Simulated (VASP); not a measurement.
# SnTe (R-3m) in VASP: notebook

The runs below take SnTe through electric field gradients, with PBEsol.

Program: VASP 6.6.1. These are calculated values, not measurements. Logs are shortened: lines on timing, memory, paths and dates and some standing lists are left out, and cuts for length are marked.

## (1) The cell of the first run

Symmetry: R-3m, No. 166, trigonal system. The conventional cell has a = 4.442 Å, b = 4.442 Å, c = 11.044 Å, α = 90.00°, β = 90.00°, γ = 120.00°. Sn (site symmetry -3m) has 6 Te at 3.16 Å within 4.2 Å. Within 4.2 Å of Te (site symmetry -3m) lie 6 Sn at 3.16 Å.

## (2) Electric field gradients, PBEsol (equal xy, yz and zx shear strains of +1 %)

Input file INCAR:

```
ALGO = Normal
EDIFF = 1E-8
ENCUT = 520
GGA = PS
ISIF = 2
ISMEAR = -1
LASPH = T
LCHARG = F
LEFG = T
LREAL = F
LWAVE = F
NBANDS = 17
NELM = 80
PREC = Accurate
SIGMA = 0.08
```

Input file KPOINTS:

```
k-points
0
Gamma
  11 11 11
```

Input file POSCAR:

```
SnTe
1.0
    0.0315650000      3.1722825000      3.1722825000
    3.1722825000      0.0315650000      3.1722825000
    3.1722825000      3.1722825000      0.0315650000
Sn Te
1 1
Direct
    0.0000000000      0.0000000000      0.0000000000
    0.5000000000      0.5000000000      0.5000000000
```

Potentials or basis: VASP PAW PBE potentials, release 64 (Sn_d, Te).

On the command line:

```
> cat potpaw_PBE.64/Sn_d/POTCAR potpaw_PBE.64/Te/POTCAR > POTCAR
> mpirun -np 1 vasp_std > vasp.out
```

OUTCAR:

```text
EDIFF = 1E-8
   ENCUT = 520
   GGA = PS
   ISIF = 2
   ISMEAR = -1
   LASPH = T
   LREAL = F
   NELM = 80
   PREC = Accurate

 ion  position               nearest neighbor table
   1  0.000  0.000  0.000-   2 3.16   2 3.16   2 3.16   2 3.16   2 3.16   2 3.16
   2  0.500  0.500  0.500-   1 3.16   1 3.16   1 3.16   1 3.16   1 3.16   1 3.16

  LATTYP: Found a trigonal (rhomboedric) cell.
 ALAT       =     4.4863959777
 COS(alpha) =     0.5099250056

  Lattice vectors:

 A1 = (   0.0315650000,   3.1722825000,   3.1722825000)
 A2 = (   3.1722825000,   0.0315650000,   3.1722825000)
 A3 = (   3.1722825000,   3.1722825000,   0.0315650000)

Analysis of symmetry for initial positions (statically):
=====================================================================
 Subroutine PRICEL returns:
 Original cell was already a primitive cell.

 Routine SETGRP: Setting up the symmetry group for a
 trigonal (rhombohedral) supercell.

 Subroutine GETGRP returns: Found 12 space group operations
 (whereof 12 operations were pure point group operations)
 out of a pool of 12 trial point group operations.

The static configuration has the point symmetry D_3d.

Analysis of symmetry for dynamics (positions and initial velocities):
=====================================================================
 Subroutine PRICEL returns:
 Original cell was already a primitive cell.

 Routine SETGRP: Setting up the symmetry group for a
 trigonal (rhombohedral) supercell.

 Subroutine GETGRP returns: Found 12 space group operations
 (whereof 12 operations were pure point group operations)
 out of a pool of 12 trial point group operations.

The dynamic configuration has the point symmetry D_3d.

 Subroutine INISYM returns: Found 12 space group operations
 (whereof 12 operations are pure point group operations),
 and found     1 'primitive' translations

----------------------------------------------------------------------------------------

                                     Primitive cell

  volume of cell :      62.8948

  direct lattice vectors                    reciprocal lattice vectors
     0.031565000  3.172282500  3.172282500    -0.159987407  0.158411176  0.158411176
     3.172282500  0.031565000  3.172282500     0.158411176 -0.159987407  0.158411176
     3.172282500  3.172282500  0.031565000     0.158411176  0.158411176 -0.159987407

  length of vectors
     4.486395978  4.486395978  4.486395978     0.275289251  0.275289251  0.275289251

  position of ions in fractional coordinates (direct lattice)
     0.000000000  0.000000000  0.000000000
     0.500000000  0.500000000  0.500000000

  ion indices of the primitive-cell ions
   primitive index   ion index
                 1           1
                 2           2

----------------------------------------------------------------------------------------

 KPOINTS: k-points

Automatic generation of k-mesh.
 Grid dimensions read from file:
 generate k-points for:   11   11   11

 Generating k-lattice:

  Cartesian coordinates                     Fractional coordinates (reciprocal lattice)
    -0.014544310  0.014401016  0.014401016     0.090909091 -0.000000000 -0.000000000
     0.014401016 -0.014544310  0.014401016    -0.000000000  0.090909091 -0.000000000
     0.014401016  0.014401016 -0.014544310    -0.000000000 -0.000000000  0.090909091

  Length of vectors
     0.025026296  0.025026296  0.025026296

  Shift w.r.t. Gamma in fractional coordinates (k-lattice)
     0.000000000  0.000000000  0.000000000

 Subroutine IBZKPT returns following result:
 ===========================================

 Found    146 irreducible k-points:

 Following reciprocal coordinates:
            Coordinates               Weight
  0.000000  0.000000  0.000000      1.000000
  0.090909 -0.000000 -0.000000      6.000000
  0.181818  0.000000 -0.000000      6.000000
  0.272727  0.000000 -0.000000      6.000000
  0.363636 -0.000000 -0.000000      6.000000
  0.454545 -0.000000 -0.000000      6.000000
[... 16 lines left out ...]
 -0.272727  0.181818  0.000000     12.000000
 -0.181818  0.181818  0.000000      6.000000
 [... further k-points ...]
   k-points           NKPTS =    146   k-points in BZ     NKDIM =    146   number of bands    NBANDS=     17
   number of dos      NEDOS =    301   number of ions     NIONS =      2
   total plane-waves  NPLWV =  46656
   dimension x,y,z NGX =    36 NGY =   36 NGZ =   36
   dimension x,y,z NGXF=    72 NGYF=   72 NGZF=   72
   ions per type =               1   1
   NGX,Y,Z   is equivalent  to a cutoff of  13.34, 13.34, 13.34 a.u.
   NGXF,Y,Z  is equivalent  to a cutoff of  26.68, 26.68, 26.68 a.u.
 SYSTEM =  unknown system
   PREC   = accura    normal or accurate (medium, high low for compatibility)
   ISTART =      0    job   : 0-new  1-cont  2-samecut
   ICHARG =      2    charge: 1-file 2-atom 10-const
   ISPIN  =      1    spin polarized calculation?
   LNONCOLLINEAR =      F non collinear calculations
   LSORBIT =      F    spin-orbit coupling
   LASPH  =      T    aspherical Exc in radial PAW
   ENCUT  =  520.0 eV  38.22 Ry    6.18 a.u.   8.34  8.34  8.34*2*pi/ulx,y,z
   NELM   =     80;   NELMIN=  2; NELMDL= -5     # of ELM steps
   EDIFF  = 0.1E-07   stopping-criterion for ELM
   LREAL  =      F    real-space projection
   EDIFFG = 0.1E-06   stopping-criterion for IOM
   NSW    =      0    number of steps for IOM
   IBRION =     -1    ionic relax: 0-MD 1-quasi-New 2-CG
   NFREE  =      0    steps in history (QN), initial steepest desc. (CG)
   ISIF   =      2    stress and relaxation
   ISYM   =      2    0-nonsym 1-usesym 2-fastsym
   POTIM  = 0.5000    time-step for ionic-motion
   TEBEG  =    0.0;   TEEND  =   0.0 temperature during run
   PSTRESS=    0.0 pullay stress
   NELECT =      20.0000    total number of electrons
   NUPDOWN=      -1.0000    fix difference up-down
   EMIN   =  10.00;   EMAX   =-10.00  energy-range for DOS
   EFERMI =   0.00;   METHOD = LEGACY
   ISMEAR =    -1;   SIGMA  =   0.08  broadening in eV -4-tet -1-fermi 0-gaus
   EFERMI_NEDOS =   21; number of points for ismear=-14 and -15
   IALGO  =     38    algorithm
   IMIX   =      4    mixing-type and parameters
     AMIX     =   0.40;   BMIX     =  1.00
     AMIX_MAG =   1.60;   BMIX_MAG =  1.00
  volume/ion in A,a.u.               =      31.45       212.22
  Fermi-wavevector in a.u.,A,eV,Ry     =   1.117412  2.111602 16.988354  1.248609
  Thomas-Fermi vector in A             =   2.254034
   LORBIT       =      0    0 simple, 1 ext, 2 COOP (PROOUT), +10 PAW based schemes
   GGA     = PS    functional components
   LHFCALC =     F    Hartree Fock is set to
   AEXX    =    0.0000 exact exchange contribution
   IVDW    =     0    specifies the selected vdW correction
   LEPSILON=     F    determine dielectric tensor
   LRPA    =     F    only Hartree local field effects (RPA)
 non-spin polarized calculation
  energy-cutoff  :      520.00
  volume of cell :       62.89
 maximum number of plane-waves:      1713
 NGX is ok and might be reduce to    36
   NGX = 17   NGY = 17   NGZ = 17

 number of electron      19.9999998 magnetization

 Free energy of the ion-electron system (eV)
  ---------------------------------------------------
  ext. energy  EPLUGINS =         0.00000000
  ---------------------------------------------------
  free energy    TOTEN  =        -8.33795761 eV

  energy without entropy =       -8.33606929  energy(sigma->0) =       -8.33701345

 E-fermi :   6.7219     XC(G=0):  -9.6293

 val. band max:        6.6282032545   @ k =   0.4545   0.4545   0.4545
 cond. band min:       6.9425904803   @ k =   0.4545  -0.0000  -0.0000
 fundamental gap:      0.3143872258
 Fermi energy:         6.7219318447

 k-point     1 :       0.0000    0.0000    0.0000
  band No.  band energies     occupation
      1     -15.0407      2.00000
      2     -15.0407      2.00000
      3     -15.0342      2.00000
      4     -15.0342      2.00000
      5     -15.0340      2.00000
      6      -6.0418      2.00000
[... 9 lines left out ...]
     16      11.5261      0.00000
     17      13.4424      0.00000

 k-point     2 :       0.0909   -0.0000   -0.0000
  band No.  band energies     occupation
      1     -15.0411      2.00000
      2     -15.0409      2.00000
      3     -15.0341      2.00000
      4     -15.0338      2.00000
      5     -15.0336      2.00000
      6      -5.9717      2.00000
[... 9 lines left out ...]
     16      11.7038      0.00000
     17      14.0988      0.00000

 k-point     3 :       0.1818    0.0000   -0.0000
  band No.  band energies     occupation
      1     -15.0422      2.00000
      2     -15.0417      2.00000
      3     -15.0337      2.00000
      4     -15.0325      2.00000
      5     -15.0322      2.00000
      6      -5.7675      2.00000
[... 9 lines left out ...]
     16      12.1994      0.00000
     17      15.3816      0.00000

 k-point     4 :       0.2727    0.0000   -0.0000
  band No.  band energies     occupation
      1     -15.0437      2.00000
      2     -15.0431      2.00000
      3     -15.0333      2.00000
      4     -15.0304      2.00000
      5     -15.0301      2.00000
      6      -5.4526      2.00000
[... 9 lines left out ...]
     16      12.9812      0.00000
     17      16.9374      0.00000

 k-point     5 :       0.3636   -0.0000   -0.0000
  band No.  band energies     occupation
      1     -15.0452      2.00000
      2     -15.0444      2.00000
      3     -15.0330      2.00000
      4     -15.0285      2.00000
      5     -15.0282      2.00000
      6      -5.0857      2.00000
[... 9 lines left out ...]
     16      14.0172      0.00000
     17      17.0787      0.00000

 k-point     6 :       0.4545   -0.0000   -0.0000
  band No.  band energies     occupation
      1     -15.0461      2.00000
      2     -15.0452      2.00000
      3     -15.0328      2.00000
      4     -15.0273      2.00000
      5     -15.0271      2.00000
      6      -4.8035      2.00000
[... 9 lines left out ...]
     16      15.2481      0.00000
     17      15.8323      0.00000
[... 281 lines left out ...]
 k-point    21 :      -0.4545    0.1818    0.0000
  band No.  band energies     occupation
      1     -15.0484      2.00000
      2     -15.0435      2.00000
      3     -15.0318      2.00000
      4     -15.0283      2.00000
      5     -15.0262      2.00000
      6      -4.6317      2.00000
[... 9 lines left out ...]
     16      15.0249      0.00000
     17      16.7203      0.00000

 k-point    22 :      -0.3636    0.1818   -0.0000
  band No.  band energies     occupation
      1     -15.0469      2.00000
      2     -15.0445      2.00000
      3     -15.0314      2.00000
      4     -15.0284      2.00000
      5     -15.0273      2.00000
      6      -4.7240      2.00000
[... 9 lines left out ...]
     16      14.1639      0.00000
     17      16.9209      0.00000

 k-point    23 :      -0.2727    0.1818    0.0000
  band No.  band energies     occupation
      1     -15.0449      2.00000
      2     -15.0447      2.00000
      3     -15.0322      2.00000
      4     -15.0291      2.00000
      5     -15.0283      2.00000
      6      -5.0181      2.00000
[... 9 lines left out ...]
     16      15.3258      0.00000
     17      16.0643      0.00000

 k-point    24 :      -0.1818    0.1818    0.0000
  band No.  band energies     occupation
      1     -15.0444      2.00000
      2     -15.0428      2.00000
      3     -15.0331      2.00000
      4     -15.0308      2.00000
      5     -15.0292      2.00000
      6      -5.3490      2.00000
[... 9 lines left out ...]
     16      14.5981      0.00000
     17      14.7773      0.00000

 [... further k-points ...]
[... 5 lines left out ...]
  --------------------------------------------------------------------------------------
  -------------------------------------------------------------------------------------
  Total       -0.2080423     -0.2080423     -0.2080423     -0.0641298     -0.0641298     -0.0641298
  in kB       -5.2996513     -5.2996513     -5.2996513     -1.6336364     -1.6336364     -1.6336364
  external PRESSURE =      -5.2996513 kB  Pullay stress =       0.0000000 kB

 VOLUME and BASIS-vectors are now :
 -----------------------------------------------------------------------------
  energy-cutoff  :      520.00
  volume of cell :       62.89
      direct lattice vectors                 reciprocal lattice vectors
     0.031565000  3.172282500  3.172282500    -0.159987407  0.158411176  0.158411176
     3.172282500  0.031565000  3.172282500     0.158411176 -0.159987407  0.158411176
     3.172282500  3.172282500  0.031565000     0.158411176  0.158411176 -0.159987407

 POSITION                                       TOTAL-FORCE (eV/Angst)
 -----------------------------------------------------------------------------------
      0.00000      0.00000      0.00000         0.000000     -0.000000      0.000000
      3.18806      3.18806      3.18806        -0.000000      0.000000     -0.000000
 -----------------------------------------------------------------------------------
    total drift:                               -0.000000      0.000000      0.000000

  FREE ENERGIE OF THE ION-ELECTRON SYSTEM (eV)
  ---------------------------------------------------
  free  energy   TOTEN  =        -8.3379576072 eV

  energy  without entropy=       -8.3360692885  energy(sigma->0) =       -8.33701345

 Electric field gradients (V/A^2)
---------------------------------------------------------------------
 ion       V_xx      V_yy      V_zz      V_xy      V_xz      V_yz
---------------------------------------------------------------------
   1      -0.000     0.000     0.000     0.456     0.456     0.456
   2      -0.000     0.000     0.000     5.648     5.648     5.648
---------------------------------------------------------------------

 Electric field gradients after diagonalization (V/A^2)
 (convention: |V_zz| > |V_xx| > |V_yy|)
----------------------------------------------------------------------
 ion       V_xx      V_yy      V_zz     asymmetry (V_yy - V_xx)/ V_zz
----------------------------------------------------------------------
   1      -0.456    -0.456     0.911       0.000
   2      -5.648    -5.648    11.295       0.000
----------------------------------------------------------------------

           NMR quadrupolar parameters

 Cq : quadrupolar parameter    Cq=e*Q*V_zz/h
 eta: asymmetry parameters     (V_yy - V_xx)/ V_zz
 Q  : nuclear electric quadrupole moment in mb (millibarn)
----------------------------------------------------------------------
 ion       Cq(MHz)       eta       Q (mb)
----------------------------------------------------------------------
   1       0.002       0.000       1.000
   2       0.027       0.000       1.000
----------------------------------------------------------------------
```

It took 9.7 min on 1 thread of AMD EPYC 7R43 (Zen 3), shared host; peak memory 0.26 GiB.

Results:

```yaml
Free_energy: -8.3380 eV
Pressure: -0.5 GPa
Band_gap_on_the_k_mesh: 0.31 eV (least direct gap 0.42 eV)
Largest_electric_field_gradient_by_atom: Sn +0.9; Te +11.3 V/Å²
```

Levels at points of the mesh, in eV from the valence-band top:
```tsv
k point	band 7	band 8	band 9	band 10	band 11	band 12	band 13	band 14
(0.00, 0.00, 0.00)	-4.62	-2.10	-1.96	-1.96	3.42	3.42	3.46	4.72
```

Electric field gradients, principal values (V/Å²):
| atom | least | middle | greatest (by size) |
| --- | --- | --- | --- |
| 1 Sn | -0.456 | -0.456 | 0.911 |
| 2 Te | -5.648 | -5.648 | 11.295 |

Caveat: the cell differs from its parent crystal (equal xy, yz and zx shear strains of +1 %); without QUAD_EFG the Cq values of the log hold for a quadrupole moment of 1 mb, not for the nuclei; the PAW data sets were made with another functional, which shifts forces and pressure a little; spin-orbit coupling is left out, which moves the levels of the heavy elements; an odd mesh through Γ misses points on the zone boundary, where band edges can lie.

(Continued in part 2 of 2.)
